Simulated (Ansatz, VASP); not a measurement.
SnGeTe3: VASP beside Ansatz

```
CELL_PARAMETERS angstrom
6.48537 0.00000 0.00000
-3.24268 5.61649 0.00000
0.00000 0.00000 5.52591
ATOMIC_POSITIONS crystal
Sn 0.00000 0.00000 0.00000
Ge 0.00000 0.00000 0.50000
Te 0.50000 0.00000 0.00000
Te 0.00000 0.50000 0.00000
Te 0.50000 0.50000 0.00000
```

Alike in both runs: functional PBE; k mesh 3 × 3 × 4; occupations gaussian, width 0.1 eV; no spin polarisation.

Ansatz relaxed the structure, and its values are those at the end. VASP's run is a single point on that final structure, the one shown.

|  | VASP | Ansatz |
| --- | --- | --- |
| version | VASP 6.6.1 | Ansatz 0.2.0 |
| potentials or method | VASP PAW PBE potentials, release 64 (Sn_d, Ge_d, Te), cutoff 520 eV | scalar-relativistic, plane waves, PAW |
| valence electrons in the cell | 46 | 76 |

```csv
,VASP,Ansatz,Ansatz less VASP
gap on the k mesh at the Fermi level (eV),none,none,-
pressure (GPa),-0.1,0.0,+0.04
```

A gap of «none» marks a metal or a gap that the smearing closes. With one functional, cell and mesh, what is left measures potentials, basis and numerics. VASP's potentials hold 46 valence electrons a cell and Ansatz's 76, so a difference there can come from the potentials and not from the codes.

The k mesh is coarse, so the values compare programs but aren't converged. Neither program's run includes spin-orbit coupling.
